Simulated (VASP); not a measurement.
# K (Fd-3m) in VASP: further runs, part 2 of 2

VASP 6.6.1. Earlier steps stand in the parts before.

**4. Single point, PBE (125.25 Å³/atom)**

This run uses another cell than the first one, of 125.25 Å³/atom.

The input, INCAR:

```
SYSTEM = K
ALGO = Normal ; EDIFF = 1E-6
ENCUT = 520 ; GGA = PE
ISIF = 2 ; ISMEAR = -1
LASPH = .True. ; LCHARG = .True.
LELF = .True. ; LREAL = .False.
LVHAR = .True. ; LWAVE = .False.
NBANDS = 16 ; NELM = 100
PREC = Accurate ; SIGMA = 0.1
```

The input, KPOINTS:

```
k-points
0
Gamma
  9 9 9
  0 0 0
```

The input, POSCAR:

```
K
1.0
    0.0000000000      5.0032860617      5.0032860617
    5.0032860617      0.0000000000      5.0032860617
    5.0032860617      5.0032860617      0.0000000000
K
2
Direct
    0.1250000000      0.1250000000      0.1250000000
    0.8750000000      0.8750000000      0.8750000000
```

Potentials or basis: VASP PAW PBE potentials, release 64 (K_sv).

Started as:

```bash
$ cat potpaw_PBE.64/K_sv/POTCAR > POTCAR
$ mpirun -np 1 vasp_std > vasp.out
```

OUTCAR:

```text
SYSTEM = K
   EDIFF = 1E-6
   ENCUT = 520
   GGA = PE
   ISIF = 2
   ISMEAR = -1
   LASPH = .True.
   LREAL = .False.
   NELM = 100
   PREC = Accurate

 ion  position               nearest neighbor table
   1  0.125  0.125  0.125-
   2  0.875  0.875  0.875-

  LATTYP: Found a face centered cubic cell.
 ALAT       =    10.0065721234

  Lattice vectors:

 A1 = (   0.0000000000,   5.0032860617,   5.0032860617)
 A2 = (   5.0032860617,   0.0000000000,   5.0032860617)
 A3 = (   5.0032860617,   5.0032860617,   0.0000000000)

Analysis of symmetry for initial positions (statically):
=====================================================================
 Subroutine PRICEL returns:
 Original cell was already a primitive cell.

 Routine SETGRP: Setting up the symmetry group for a
 face centered cubic supercell.

 Subroutine GETGRP returns: Found 48 space group operations
 (whereof 12 operations were pure point group operations)
 out of a pool of 48 trial point group operations.

The static configuration has the point symmetry D_3d.
 The point group associated with its full space group is O_h .

[... 159 lines left out ...]
  energy without entropy =       -1.46273292  energy(sigma->0) =       -1.48969391

 E-fermi :  -0.9849     XC(G=0):  -4.4124

 val. band max:       -1.0616083394   @ k =  -0.3333   0.4444   0.2222
 cond. band min:      -0.9677140843   @ k =  -0.4444   0.1111   0.0000
 fundamental gap:      0.0938942551
 Fermi energy:        -0.9848580468

 k-point     1 :       0.0000    0.0000    0.0000
  band No.  band energies     occupation
      1     -33.5928      2.00000
      2     -33.5853      2.00000
      3     -17.0854      2.00000
      4     -17.0854      2.00000
      5     -17.0854      2.00000
      6     -17.0450      2.00000
[... 433 lines left out ...]
      3     -17.0930      2.00000
      4     -17.0930      2.00000
      5     -17.0691      2.00000
      6     -17.0621      2.00000
[... 8 lines left out ...]
     15       2.4387      0.00000
     16       2.4390      0.00000

 [... further k-points ...]

------------------------ aborting loop because EDIFF is reached ----------------------------------------

  FORCE on cell =-STRESS in cart. coord.  units (eV):
  Direction    XX          YY          ZZ          XY          YZ          ZX
  --------------------------------------------------------------------------------------
  -------------------------------------------------------------------------------------
  Total       -0.1900254     -0.1900254     -0.1900254     -0.0000000     -0.0000000     -0.0000000
  in kB       -1.2154194     -1.2154194     -1.2154194     -0.0000000     -0.0000000     -0.0000000
  external PRESSURE =      -1.2154194 kB  Pullay stress =       0.0000000 kB

 VOLUME and BASIS-vectors are now :
 -----------------------------------------------------------------------------
  energy-cutoff  :      520.00
  volume of cell :      250.49
      direct lattice vectors                 reciprocal lattice vectors
     0.000000000  5.003286062  5.003286062    -0.099934322  0.099934322  0.099934322
     5.003286062  0.000000000  5.003286062     0.099934322 -0.099934322  0.099934322
     5.003286062  5.003286062  0.000000000     0.099934322  0.099934322 -0.099934322

 POSITION                                       TOTAL-FORCE (eV/Angst)
 -----------------------------------------------------------------------------------
      1.25082      1.25082      1.25082        -0.000000     -0.000000     -0.000000
      8.75575      8.75575      8.75575         0.000000      0.000000      0.000000
 -----------------------------------------------------------------------------------
    total drift:                               -0.000000      0.000000     -0.000000

  FREE ENERGIE OF THE ION-ELECTRON SYSTEM (eV)
  ---------------------------------------------------
  free  energy   TOTEN  =        -1.5166548959 eV

  energy  without entropy=       -1.4627329159  energy(sigma->0) =       -1.48969391
```

OSZICAR:

```text
N       E                     dE             d eps       ncg     rms          rms(c)
DAV:   1     0.115566710232E+03    0.11557E+03   -0.69622E+03  1144   0.815E+02
DAV:   2     0.805119836460E+01   -0.10752E+03   -0.10581E+03  1416   0.231E+02
DAV:   3    -0.545872315426E+00   -0.85971E+01   -0.85626E+01  1960   0.517E+01
DAV:   4    -0.150428224767E+01   -0.95841E+00   -0.95800E+00  1664   0.112E+01
DAV:   5    -0.151623404150E+01   -0.11952E-01   -0.11951E-01  1808   0.123E+00    0.129E+00
DAV:   6    -0.151624909866E+01   -0.15057E-04   -0.25939E-03  1744   0.299E-01    0.820E-01
DAV:   7    -0.151651655645E+01   -0.26746E-03   -0.36094E-03  1672   0.286E-01    0.568E-02
DAV:   8    -0.151661492569E+01   -0.98369E-04   -0.42488E-04  1808   0.126E-01    0.313E-02
DAV:   9    -0.151665178510E+01   -0.36859E-04   -0.36615E-05  1768   0.363E-02    0.153E-02
DAV:  10    -0.151665409577E+01   -0.23107E-05   -0.24338E-05  1584   0.285E-02    0.561E-03
DAV:  11    -0.151665489592E+01   -0.80015E-06   -0.16748E-06  1224   0.400E-03
   1 F= -.15166549E+01 E0= -.14896939E+01  d E =-.539220E-01
```

It took 3.5 min on 1 thread of Intel Xeon 8259CL, shared host; peak memory 0.44 GiB.

Results:

```yaml
Free_energy: -1.5167 eV
Pressure: -0.1 GPa
Band_gap_on_the_k_mesh: zero (bands 9 and 10 overlap by 0.03 eV)
```

**5. The runs side by side**

```tsv
cell	gap on the mesh (eV)	pressure (GPa)
a = 6.903 Å, angles 60.0°, 2 atoms	none	-0.1
a = 6.990 Å, angles 60.0°, 2 atoms	none	-0.1
a = 7.076 Å, angles 60.0°, 2 atoms	none	-0.1
```

Alike in all rows: task single point; level PBE; potentials or basis VASP PAW PBE potentials, release 64 (K_sv); no spin polarisation; k mesh 9 × 9 × 9; cutoff (eV) 520; smearing fermi-dirac 0.1 eV.

Total energies depend on the potentials used, so only differences within one code and one set of settings carry meaning.
